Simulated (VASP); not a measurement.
# Cu (P6/mmm) in VASP: a series of runs, part 2 of 2

VASP 6.6.1. The steps go on from the part before.

## Step 4: Single point, PBE (volume scaled by 1.08)

The input, INCAR:

```
ALGO     = Normal         # electronic algorithm
EDIFF    = 1E-6           # SCF threshold, eV
ENCUT    = 520            # plane-wave cutoff, eV
GGA      = PE             # functional
ISIF     = 2              # what is computed and relaxed
ISMEAR   = -1             # smearing method
LASPH    = True           # aspherical terms in the spheres
LCHARG   = False          # write CHGCAR
LREAL    = False          # projectors in reciprocal space
LWAVE    = False          # write WAVECAR
NBANDS   = 24             # bands
NELM     = 60             # most SCF steps
PREC     = Accurate       # precision mode
SIGMA    = 0.1            # smearing width, eV
```

The input, KPOINTS:

```
k-points
0
Gamma
  12 12 17
```

The input, POSCAR:

```
Cu
1.0
    4.2334020927      0.0000000000      0.0000000000
   -2.1167010464      3.6662337568      0.0000000000
    0.0000000000      0.0000000000      2.5428270724
Cu
3
Direct
    0.0000000000      0.0000000000      0.0000000000
    0.3333333333      0.6666666667      0.5000000000
    0.6666666667      0.3333333333      0.5000000000
```

Potentials or basis: VASP PAW PBE potentials, release 64 (Cu).

Run with:

```bash
cat potpaw_PBE.64/Cu/POTCAR > POTCAR
mpirun -np 1 vasp_std > vasp.out
```

OUTCAR:

```text
EDIFF = 1E-6
   ENCUT = 520
   GGA = PE
   ISIF = 2
   ISMEAR = -1
   LASPH = True
   LREAL = False
   NELM = 60
   PREC = Accurate

 ion  position               nearest neighbor table
   1  0.000  0.000  0.000-   2 2.76   3 2.76   2 2.76   3 2.76   3 2.76   3 2.76   2 2.76   2 2.76
                             3 2.76   3 2.76   2 2.76   2 2.76
   2  0.333  0.667  0.500-   3 2.44   3 2.44   3 2.44   1 2.76   1 2.76   1 2.76   1 2.76   1 2.76
                             1 2.76
   3  0.667  0.333  0.500-   2 2.44   2 2.44   2 2.44   1 2.76   1 2.76   1 2.76   1 2.76   1 2.76
                             1 2.76

  LATTYP: Found a hexagonal cell.
 ALAT       =     4.2334020927
 C/A-ratio  =     0.6006580563

  Lattice vectors:

 A1 = (   4.2334020927,   0.0000000000,   0.0000000000)
 A2 = (  -2.1167010464,   3.6662337568,   0.0000000000)
 A3 = (   0.0000000000,   0.0000000000,   2.5428270724)

Analysis of symmetry for initial positions (statically):
=====================================================================
 Subroutine PRICEL returns:
 Original cell was already a primitive cell.

 Routine SETGRP: Setting up the symmetry group for a
 hexagonal supercell.

 Subroutine GETGRP returns: Found 24 space group operations
 (whereof 24 operations were pure point group operations)
 out of a pool of 24 trial point group operations.

The static configuration has the point symmetry D_6h.

Analysis of symmetry for dynamics (positions and initial velocities):
=====================================================================
 Subroutine PRICEL returns:
 Original cell was already a primitive cell.

 Routine SETGRP: Setting up the symmetry group for a
 hexagonal supercell.

 Subroutine GETGRP returns: Found 24 space group operations
 (whereof 24 operations were pure point group operations)
 out of a pool of 24 trial point group operations.

The dynamic configuration has the point symmetry D_6h.

 Subroutine INISYM returns: Found 24 space group operations
 (whereof 24 operations are pure point group operations),
 and found     1 'primitive' translations

----------------------------------------------------------------------------------------

                                     Primitive cell

  volume of cell :      39.4663

  direct lattice vectors                    reciprocal lattice vectors
     4.233402093  0.000000000  0.000000000     0.236216636  0.136379738  0.000000000
    -2.116701046  3.666233757  0.000000000     0.000000000  0.272759476  0.000000000
     0.000000000  0.000000000  2.542827072     0.000000000  0.000000000  0.393263077

  length of vectors
     4.233402093  4.233402093  2.542827072     0.272759476  0.272759476  0.393263077

  position of ions in fractional coordinates (direct lattice)
     0.000000000  0.000000000  0.000000000
     0.333333333  0.666666667  0.500000000
     0.666666667  0.333333333  0.500000000

  ion indices of the primitive-cell ions
   primitive index   ion index
                 1           1
                 2           2
                 3           3

----------------------------------------------------------------------------------------

 KPOINTS: k-points

Automatic generation of k-mesh.
 Grid dimensions read from file:
 generate k-points for:   12   12   17

 Generating k-lattice:

  Cartesian coordinates                     Fractional coordinates (reciprocal lattice)
     0.019684720  0.011364978  0.000000000     0.083333333  0.000000000  0.000000000
     0.000000000  0.022729956  0.000000000     0.000000000  0.083333333  0.000000000
     0.000000000  0.000000000  0.023133122     0.000000000  0.000000000  0.058823529

  Length of vectors
     0.022729956  0.022729956  0.023133122

  Shift w.r.t. Gamma in fractional coordinates (k-lattice)
     0.000000000  0.000000000  0.000000000

 Subroutine IBZKPT returns following result:
 ===========================================

 Found    171 irreducible k-points:

 Following reciprocal coordinates:
            Coordinates               Weight
  0.000000  0.000000  0.000000      1.000000
  0.083333  0.000000  0.000000      6.000000
  0.166667  0.000000  0.000000      6.000000
  0.250000  0.000000  0.000000      6.000000
  0.333333  0.000000  0.000000      6.000000
  0.416667  0.000000  0.000000      6.000000
[... 16 lines left out ...]
  0.250000  0.000000  0.058824     12.000000
  0.333333  0.000000  0.058824     12.000000
 [... further k-points ...]
   k-points           NKPTS =    171   k-points in BZ     NKDIM =    171   number of bands    NBANDS=     24
   number of dos      NEDOS =    301   number of ions     NIONS =      3
   total plane-waves  NPLWV =  20480
   dimension x,y,z NGX =    32 NGY =   32 NGZ =   20
   dimension x,y,z NGXF=    64 NGYF=   64 NGZF=   40
   ions per type =               3
   NGX,Y,Z   is equivalent  to a cutoff of  12.57, 12.57, 13.08 a.u.
   NGXF,Y,Z  is equivalent  to a cutoff of  25.13, 25.13, 26.15 a.u.
 SYSTEM =  unknown system
   PREC   = accura    normal or accurate (medium, high low for compatibility)
   ISTART =      0    job   : 0-new  1-cont  2-samecut
   ICHARG =      2    charge: 1-file 2-atom 10-const
   ISPIN  =      1    spin polarized calculation?
   LNONCOLLINEAR =      F non collinear calculations
   LSORBIT =      F    spin-orbit coupling
   LASPH  =      T    aspherical Exc in radial PAW
   ENCUT  =  520.0 eV  38.22 Ry    6.18 a.u.   7.87  7.87  4.73*2*pi/ulx,y,z
   NELM   =     60;   NELMIN=  2; NELMDL= -5     # of ELM steps
   EDIFF  = 0.1E-05   stopping-criterion for ELM
   LREAL  =      F    real-space projection
   EDIFFG = 0.1E-04   stopping-criterion for IOM
   NSW    =      0    number of steps for IOM
   IBRION =     -1    ionic relax: 0-MD 1-quasi-New 2-CG
   NFREE  =      0    steps in history (QN), initial steepest desc. (CG)
   ISIF   =      2    stress and relaxation
   ISYM   =      2    0-nonsym 1-usesym 2-fastsym
   POTIM  = 0.5000    time-step for ionic-motion
   TEBEG  =    0.0;   TEEND  =   0.0 temperature during run
   PSTRESS=    0.0 pullay stress
   NELECT =      33.0000    total number of electrons
   NUPDOWN=      -1.0000    fix difference up-down
   EMIN   =  10.00;   EMAX   =-10.00  energy-range for DOS
   EFERMI =   0.00;   METHOD = LEGACY
   ISMEAR =    -1;   SIGMA  =   0.10  broadening in eV -4-tet -1-fermi 0-gaus
   EFERMI_NEDOS =   21; number of points for ismear=-14 and -15
   IALGO  =     38    algorithm
   IMIX   =      4    mixing-type and parameters
     AMIX     =   0.40;   BMIX     =  1.00
     AMIX_MAG =   1.60;   BMIX_MAG =  1.00
  volume/ion in A,a.u.               =      13.16        88.78
  Fermi-wavevector in a.u.,A,eV,Ry     =   1.542306  2.914536 32.364299  2.378709
  Thomas-Fermi vector in A             =   2.648129
   LORBIT       =      0    0 simple, 1 ext, 2 COOP (PROOUT), +10 PAW based schemes
   GGA     = PE    functional components
   LHFCALC =     F    Hartree Fock is set to
   AEXX    =    0.0000 exact exchange contribution
   IVDW    =     0    specifies the selected vdW correction
   LEPSILON=     F    determine dielectric tensor
   LRPA    =     F    only Hartree local field effects (RPA)
 non-spin polarized calculation
  energy-cutoff  :      520.00
  volume of cell :       39.47
 maximum number of plane-waves:      1092
 NGX is ok and might be reduce to    32
   NGX = 15   NGY = 15   NGZ =  9

 number of electron      32.9999983 magnetization

 Free energy of the ion-electron system (eV)
  ---------------------------------------------------
  ext. energy  EPLUGINS =         0.00000000
  ---------------------------------------------------
  free energy    TOTEN  =       -10.89727140 eV

  energy without entropy =      -10.86595297  energy(sigma->0) =      -10.88161219

 E-fermi :   6.3298     XC(G=0): -12.1046

 val. band max:        6.3204629805   @ k =   0.2500   0.1667   0.4706
 cond. band min:       6.3559546295   @ k =   0.5000   0.0000   0.4118
 fundamental gap:      0.0354916490
 Fermi energy:         6.3298103806

 k-point     1 :       0.0000    0.0000    0.0000
  band No.  band energies     occupation
      1      -2.2324      2.00000
      2       2.2973      2.00000
      3       3.0875      2.00000
      4       3.0875      2.00000
      5       3.1054      2.00000
      6       3.1443      2.00000
[... 637 lines left out ...]
     23      20.9567      0.00000
     24      22.9791      0.00000

 [... further k-points ...]

------------------------ aborting loop because EDIFF is reached ----------------------------------------

  FORCE on cell =-STRESS in cart. coord.  units (eV):
  Direction    XX          YY          ZZ          XY          YZ          ZX
  --------------------------------------------------------------------------------------
  -------------------------------------------------------------------------------------
  Total       -1.9255267     -1.9255267     -1.9112658      0.0000000      0.0000000      0.0000000
  in kB      -78.1688317    -78.1688317    -77.5898980      0.0000000      0.0000000      0.0000000
  external PRESSURE =     -77.9758538 kB  Pullay stress =       0.0000000 kB

 VOLUME and BASIS-vectors are now :
 -----------------------------------------------------------------------------
  energy-cutoff  :      520.00
  volume of cell :       39.47
      direct lattice vectors                 reciprocal lattice vectors
     4.233402093  0.000000000  0.000000000     0.236216636  0.136379738  0.000000000
    -2.116701046  3.666233757  0.000000000     0.000000000  0.272759476  0.000000000
     0.000000000  0.000000000  2.542827072     0.000000000  0.000000000  0.393263077

 POSITION                                       TOTAL-FORCE (eV/Angst)
 -----------------------------------------------------------------------------------
      0.00000      0.00000      0.00000        -0.000000      0.000000      0.000000
     -0.00000      2.44416      1.27141         0.000000      0.000000      0.000000
      2.11670      1.22208      1.27141        -0.000000     -0.000000      0.000000
 -----------------------------------------------------------------------------------
    total drift:                               -0.000000      0.000000      0.000000

  FREE ENERGIE OF THE ION-ELECTRON SYSTEM (eV)
  ---------------------------------------------------
  free  energy   TOTEN  =       -10.8972713980 eV

  energy  without entropy=      -10.8659529733  energy(sigma->0) =      -10.88161219
```

It took 74 s on 1 thread of AMD EPYC 9R45 (Zen 5), shared host; peak memory 0.21 GiB.

What came out:

```
Free energy : -10.8973 eV
Pressure    : -7.8 GPa
```

## Step 5: Single point, PBE (volume scaled by 1.12)

The input, INCAR:

```
SYSTEM = Cu
PREC = Accurate
ENCUT = 520
EDIFF = 1E-6
ISMEAR = -1
SIGMA = 0.1
LREAL = .False.
LASPH = .True.
NELM = 80
ALGO = Normal
ISIF = 2
LWAVE = .False.
LCHARG = .True.
GGA = PE
LELF = .True.
LVHAR = .True.
NBANDS = 24
```

The input, KPOINTS:

```
regular mesh
0
Gamma
  12 12 17
  0 0 0
```

The input, POSCAR:

```
Cu
1.0
    4.2850340361      0.0000000000      0.0000000000
   -2.1425170181      3.7109483314      0.0000000000
    0.0000000000      0.0000000000      2.5738402151
Cu
3
Direct
    0.0000000000      0.0000000000      0.0000000000
    0.3333333333      0.6666666667      0.5000000000
    0.6666666667      0.3333333333      0.5000000000
```

Potentials or basis: VASP PAW PBE potentials, release 64 (Cu).

Run with:

```bash
cat potpaw_PBE.64/Cu/POTCAR > POTCAR
mpirun -np 1 vasp_std > vasp.out
```

OUTCAR:

```text
SYSTEM = Cu
   PREC = Accurate
   ENCUT = 520
   EDIFF = 1E-6
   ISMEAR = -1
   LREAL = .False.
   LASPH = .True.
   NELM = 80
   ISIF = 2
   GGA = PE

 ion  position               nearest neighbor table
   1  0.000  0.000  0.000-   2 2.79   3 2.79   2 2.79   3 2.79   3 2.79   3 2.79   2 2.79   2 2.79
                             3 2.79   3 2.79   2 2.79   2 2.79
   2  0.333  0.667  0.500-   3 2.47   3 2.47   3 2.47   1 2.79   1 2.79   1 2.79   1 2.79   1 2.79
                             1 2.79
   3  0.667  0.333  0.500-   2 2.47   2 2.47   2 2.47   1 2.79   1 2.79   1 2.79   1 2.79   1 2.79
                             1 2.79

  LATTYP: Found a hexagonal cell.
[... 846 lines left out ...]
  --------------------------------------------------------------------------------------
  -------------------------------------------------------------------------------------
  Total       -2.7466857     -2.7466857     -2.7039804      0.0000000     -0.0000000     -0.0000000
  in kB     -107.5223607   -107.5223607   -105.8506072      0.0000000     -0.0000000     -0.0000000
  external PRESSURE =    -106.9651095 kB  Pullay stress =       0.0000000 kB

 VOLUME and BASIS-vectors are now :
 -----------------------------------------------------------------------------
  energy-cutoff  :      520.00
  volume of cell :       40.93
      direct lattice vectors                 reciprocal lattice vectors
     4.285034036  0.000000000  0.000000000     0.233370375  0.134736449  0.000000000
    -2.142517018  3.710948331  0.000000000     0.000000000  0.269472898  0.000000000
     0.000000000  0.000000000  2.573840215     0.000000000  0.000000000  0.388524507

 POSITION                                       TOTAL-FORCE (eV/Angst)
 -----------------------------------------------------------------------------------
      0.00000      0.00000      0.00000         0.000000      0.000000      0.000000
     -0.00000      2.47397      1.28692         0.000000     -0.000000      0.000000
      2.14252      1.23698      1.28692        -0.000000      0.000000      0.000000
 -----------------------------------------------------------------------------------
    total drift:                               -0.000000      0.000000      0.000000

  FREE ENERGIE OF THE ION-ELECTRON SYSTEM (eV)
  ---------------------------------------------------
  free  energy   TOTEN  =       -10.8109535954 eV

  energy  without entropy=      -10.7790613641  energy(sigma->0) =      -10.79500748
```

stdout:

```text
POSCAR found type information on POSCAR Cu
 POSCAR found :  1 types and       3 ions
 scaLAPACK will be used
 LDA part: xc-table for (Slater+PW92), standard interpolation
 POSCAR, INCAR and KPOINTS ok, starting setup
 FFT: planning ... GRIDC
 FFT: planning ... GRID_SOFT
 FFT: planning ... GRID
 WAVECAR not read
 entering main loop
```

Run time: 73 s. Hardware: 1 thread of AMD EPYC 9R45 (Zen 5), shared host; peak memory 0.22 GiB.

Results:

| Property | Result |
| --- | --- |
| Free energy | -10.8110 eV |
| Pressure | -10.7 GPa |

Levels at points of the mesh, in eV from the Fermi level:
| k point | band 12 | band 13 | band 14 | band 15 | band 16 | band 17 | band 18 | band 19 | band 20 | band 21 |
| --- | --- | --- | --- | --- | --- | --- | --- | --- | --- | --- |
| (0.00, 0.00, 0.00) | -2.13 | -2.09 | -2.09 | -1.47 | -1.47 | 4.20 | 4.20 | 4.23 | 4.23 | 5.25 |
| (0.50, 0.00, 0.00) | -1.76 | -1.65 | -1.64 | -1.62 | -1.52 | -1.44 | -0.33 | 3.49 | 12.60 | 12.61 |

## Step 6: Overview

```csv
cell,gap on the mesh (eV),pressure (GPa)
"a = 4.126, b = 4.126, c = 2.478 Å, angles 90.0, 90.0, 120.0°, 3 atoms",none,0.8
"a = 4.180, b = 4.180, c = 2.511 Å, angles 90.0, 90.0, 120.0°, 3 atoms",none,-4.0
"a = 4.233, b = 4.233, c = 2.543 Å, angles 90.0, 90.0, 120.0°, 3 atoms",none,-7.8
"a = 4.285, b = 4.285, c = 2.574 Å, angles 90.0, 90.0, 120.0°, 3 atoms",none,-10.7
```

Alike in all rows: task single point; level PBE; potentials or basis VASP PAW PBE potentials, release 64 (Cu); no spin polarisation; k mesh 12 × 12 × 17; cutoff (eV) 520; smearing fermi-dirac 0.1 eV.

Absolute energies hang on the potentials; compare differences alone.
